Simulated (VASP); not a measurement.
# Tc (P6_3/mmc) in VASP: a series of runs, part 2 of 2

VASP 6.6.1.

### 4 Relaxation of shape and atoms at fixed volume, PBE (14.72 Å³/atom)

This run uses another cell than the first one, of 14.72 Å³/atom.

File INCAR:

```
ALGO = Fast
EDIFF = 1E-6
EDIFFG = -0.01
ENCUT = 600
GGA = PE
IBRION = 2
ISIF = 4
ISMEAR = 0
LASPH = True
LCHARG = False
LREAL = False
LWAVE = False
NELM = 80
NSW = 60
PREC = Accurate
SIGMA = 0.05
```

File KPOINTS:

```
k-points
0
Gamma
  18 18 10
```

File POSCAR:

```
Tc
1.0
    2.7702745188      0.0000000000      0.0000000000
   -1.3851372594      2.3991281087      0.0000000000
    0.0000000000      0.0000000000      4.4298857001
Tc
2
Direct
    0.3333333333      0.6666666667      0.2500000000
    0.6666666667      0.3333333333      0.7500000000
```

Potentials or basis: VASP PAW PBE potentials, release 64 (Tc_pv).

Run with:

```sh
> cat potpaw_PBE.64/Tc_pv/POTCAR > POTCAR
> mpirun -np 1 vasp_std > vasp.out
```

OUTCAR:

```text
EDIFF = 1E-6
   EDIFFG = -0.01
   ENCUT = 600
   GGA = PE
   IBRION = 2
   ISIF = 4
   ISMEAR = 0
   LASPH = True
   LREAL = False
   NELM = 80
   NSW = 60
   PREC = Accurate

 ion  position               nearest neighbor table
   1  0.333  0.667  0.250-   2 2.73   2 2.73   2 2.73   2 2.73   2 2.73   2 2.73
   2  0.667  0.333  0.750-   1 2.73   1 2.73   1 2.73   1 2.73   1 2.73   1 2.73

  LATTYP: Found a hexagonal cell.
 ALAT       =     2.7702745188
 C/A-ratio  =     1.5990782394

  Lattice vectors:

 A1 = (   2.7702745188,   0.0000000000,   0.0000000000)
 A2 = (  -1.3851372594,   2.3991281087,   0.0000000000)
 A3 = (   0.0000000000,   0.0000000000,   4.4298857001)

Analysis of symmetry for initial positions (statically):
=====================================================================
 Subroutine PRICEL returns:
 Original cell was already a primitive cell.

 Routine SETGRP: Setting up the symmetry group for a
 hexagonal supercell.

 Subroutine GETGRP returns: Found 24 space group operations
 (whereof 12 operations were pure point group operations)
 out of a pool of 24 trial point group operations.

[... 168 lines left out ...]

 val. band max:       12.1370947474   @ k =   0.2222   0.0556   0.4000
 cond. band min:      12.1387685611   @ k =   0.3333   0.3333   0.0000
 fundamental gap:      0.0016738137
 Fermi energy:        12.1379381873

 k-point     1 :       0.0000    0.0000    0.0000
  band No.  band energies     occupation
      1     -27.2089      2.00000
      2     -26.2046      2.00000
      3     -26.2046      2.00000
      4     -26.0312      2.00000
      5     -26.0312      2.00000
      6     -25.9876      2.00000
[... 457 lines left out ...]
      4     -26.5045      2.00000
      5     -26.2887      2.00000
      6     -26.2296      2.00000
[... 9 lines left out ...]
     16      15.1782      0.00000
     17      16.9795      0.00000

 [... further k-points ...]

------------------------ aborting loop because EDIFF is reached ----------------------------------------

  FORCE on cell =-STRESS in cart. coord.  units (eV):
  Direction    XX          YY          ZZ          XY          YZ          ZX
  --------------------------------------------------------------------------------------
  -------------------------------------------------------------------------------------
  Total       -1.1230544     -1.1230544     -1.1474027      0.0000000      0.0000000      0.0000000
  in kB      -61.1142697    -61.1142697    -62.4392530      0.0000000      0.0000000      0.0000000
  external PRESSURE =     -61.5559308 kB  Pullay stress =       0.0000000 kB

 VOLUME and BASIS-vectors are now :
 -----------------------------------------------------------------------------
  energy-cutoff  :      600.00
  volume of cell :       29.44
      direct lattice vectors                 reciprocal lattice vectors
     2.770274519  0.000000000  0.000000000     0.360975056  0.208409046  0.000000000
    -1.385137259  2.399128109  0.000000000     0.000000000  0.416818092  0.000000000
     0.000000000  0.000000000  4.429885700     0.000000000  0.000000000  0.225739459

 POSITION                                       TOTAL-FORCE (eV/Angst)
 -----------------------------------------------------------------------------------
     -0.00000      1.59942      1.10747         0.000000     -0.000000      0.000000
      1.38514      0.79971      3.32241        -0.000000      0.000000      0.000000
 -----------------------------------------------------------------------------------
    total drift:                               -0.000000      0.000000     -0.000000

  FREE ENERGIE OF THE ION-ELECTRON SYSTEM (eV)
  ---------------------------------------------------
  free  energy   TOTEN  =       -20.6932097746 eV

  energy  without entropy=      -20.6908708097  energy(sigma->0) =      -20.69204029

 reached required accuracy - stopping structural energy minimisation
```

OSZICAR:

```text
N       E                     dE             d eps       ncg     rms          rms(c)
DAV:   1     0.331102492221E+03    0.33110E+03   -0.18102E+04  7564   0.179E+03
DAV:   2    -0.135118709686E+02   -0.34461E+03   -0.34137E+03  8372   0.476E+02
DAV:   3    -0.220826471500E+02   -0.85708E+01   -0.83903E+01  9148   0.853E+01
DAV:   4    -0.221805258035E+02   -0.97879E-01   -0.97471E-01  8414   0.857E+00
DAV:   5    -0.221815078888E+02   -0.98209E-03   -0.98198E-03  8629   0.778E-01    0.226E+01
RMM:   6    -0.208216335679E+02    0.13599E+01   -0.30762E+00  7548   0.163E+01    0.706E+00
RMM:   7    -0.206932662213E+02    0.12837E+00   -0.11561E+00  7599   0.839E+00    0.790E-01
RMM:   8    -0.206918263822E+02    0.14398E-02   -0.10900E-01  7670   0.264E+00    0.705E-01
RMM:   9    -0.206932577495E+02   -0.14314E-02   -0.28330E-02  7935   0.103E+00    0.197E-01
RMM:  10    -0.206931507206E+02    0.10703E-03   -0.39632E-03  7644   0.528E-01    0.244E-02
RMM:  11    -0.206931992640E+02   -0.48543E-04   -0.78798E-04  7994   0.185E-01    0.691E-03
RMM:  12    -0.206932076167E+02   -0.83527E-05   -0.98607E-05  8236   0.593E-02    0.344E-03
RMM:  13    -0.206932091388E+02   -0.15221E-05   -0.14735E-05  6657   0.272E-02    0.253E-03
RMM:  14    -0.206932097746E+02   -0.63585E-06   -0.33225E-06  4994   0.141E-02
   1 F= -.20693210E+02 E0= -.20692040E+02  d E =-.206932E+02
```

Wall time 2.5 min (1 thread of Intel Xeon 8259CL, shared host); peak memory 0.24 GiB.

Results:

```
Free energy             : -20.6932 eV
Pressure after relaxing : -6.2 GPa
Band gap on the k mesh  : zero (bands 13 and 14 overlap by 3.27 eV)
```

Stress tensor (GPa, compression positive):
```
-6.11  0.00  0.00
 0.00 -6.11  0.00
 0.00  0.00 -6.24
```

Final structure:
```xyz
2
Lattice="2.7703 0.0000 0.0000 -1.3851 2.3991 0.0000 0.0000 0.0000 4.4299" Properties=species:S:1:pos:R:3 pbc="T T T"
Tc    0.0000    1.5994    1.1075
Tc    1.3851    0.7997    3.3224
```

Levels at points of the mesh, in eV from the Fermi level:
| k point | band 9 | band 10 | band 11 | band 12 | band 13 | band 14 | band 15 | band 16 | band 17 |
| --- | --- | --- | --- | --- | --- | --- | --- | --- | --- |
| (0.00, 0.00, 0.00) | -1.45 | -1.45 | -1.35 | -0.76 | -0.76 | -0.10 | -0.10 | 1.66 | 2.47 |
| (0.50, 0.00, 0.00) | -4.42 | -1.80 | -1.05 | -0.91 | -0.44 | 2.82 | 3.22 | 3.23 | 5.13 |
| (0.00, 0.00, 0.50) | -1.78 | -1.78 | -1.58 | -1.58 | -1.58 | -1.58 | 1.82 | 1.82 | 1.82 |
| (0.50, 0.00, 0.50) | -3.49 | -3.49 | 0.16 | 0.16 | 1.39 | 1.39 | 3.06 | 3.06 | 4.24 |

Caveat: the relaxation stopped at its first step, so nothing moved.

### 5 Relaxation of shape and atoms at fixed volume, PBE (15.01 Å³/atom)

This run uses another cell than the first one, of 15.01 Å³/atom.

File INCAR:

```
PREC = Accurate
ENCUT = 600
EDIFF = 1E-6
ISMEAR = 0
SIGMA = 0.05
LREAL = F
LASPH = T
NELM = 60
ALGO = Fast
ISIF = 4
LWAVE = F
LCHARG = F
GGA = PE
IBRION = 2
NSW = 60
EDIFFG = -0.01
```

File KPOINTS:

```
Automatic mesh
0
Gamma
  18 18 10
```

File POSCAR:

```
Tc
1.0
    2.7882638184      0.0000000000      0.0000000000
   -1.3941319092      2.4147072992      0.0000000000
    0.0000000000      0.0000000000      4.4586519977
Tc
2
Direct
    0.3333333333      0.6666666667      0.2500000000
    0.6666666667      0.3333333333      0.7500000000
```

Run with:

```sh
> cat potpaw_PBE.64/Tc_pv/POTCAR > POTCAR
> mpirun -np 1 vasp_std > vasp.out
```

It took 3 min on 1 thread of Intel Xeon 8259CL, shared host; peak memory 0.25 GiB.

The run converged. Its results:

```
Free energy               : -20.6619 eV
Energy gained by relaxing : 0.0 meV/atom
Ionic steps               : 2
Pressure after relaxing   : -11.2 GPa
Band gap on the k mesh    : zero (bands 13 and 14 overlap by 3.18 eV)
```

Final structure:
```
CELL_PARAMETERS angstrom
2.78917 0.00000 0.00000
-1.39458 2.41549 0.00000
0.00000 0.00000 4.45577
ATOMIC_POSITIONS crystal
Tc 0.33333 0.66667 0.25000
Tc 0.66667 0.33333 0.75000
```

Levels at points of the mesh, in eV from the Fermi level:
```csv
k point,band 9,band 10,band 11,band 12,band 13,band 14,band 15,band 16,band 17
"(0.00, 0.00, 0.00)",-1.40,-1.40,-1.30,-0.73,-0.73,-0.11,-0.11,1.63,2.40
"(0.50, 0.00, 0.00)",-4.32,-1.75,-1.02,-0.91,-0.42,2.73,3.13,3.13,4.99
"(0.00, 0.00, 0.50)",-1.73,-1.73,-1.54,-1.54,-1.54,-1.54,1.77,1.77,1.77
"(0.50, 0.00, 0.50)",-3.39,-3.39,0.16,0.16,1.35,1.35,2.97,2.97,4.13
```

### 6 Summary

```csv
task,cell,gap on the mesh (eV),pressure (GPa)
relaxation of shape and atoms at fixed volume,"relaxed from a = 2.734, b = 2.734, c = 4.371 Å, angles 90.0, 90.0, 120.0°, 2 atoms",none,5.8
relaxation of cell and atoms,"relaxed from a = 2.740, b = 2.740, c = 4.398 Å, angles 90.0, 90.0, 120.0°, 2 atoms",none,0.0
relaxation of shape and atoms at fixed volume,"relaxed from a = 2.770, b = 2.770, c = 4.430 Å, angles 90.0, 90.0, 120.0°, 2 atoms",none,-6.2
relaxation of shape and atoms at fixed volume,"relaxed from a = 2.788, b = 2.788, c = 4.459 Å, angles 90.0, 90.0, 120.0°, 2 atoms",none,-11.2
```

Alike in all rows: level PBE; potentials or basis VASP PAW PBE potentials, release 64 (Tc_pv); no spin polarisation; k mesh 18 × 18 × 10; cutoff (eV) 600; smearing gaussian 0.05 eV.

Caveats: the relaxation stopped at its first step, so nothing moved (at least some runs).

Total energies depend on the potentials used, so only differences within one code and one set of settings carry meaning.
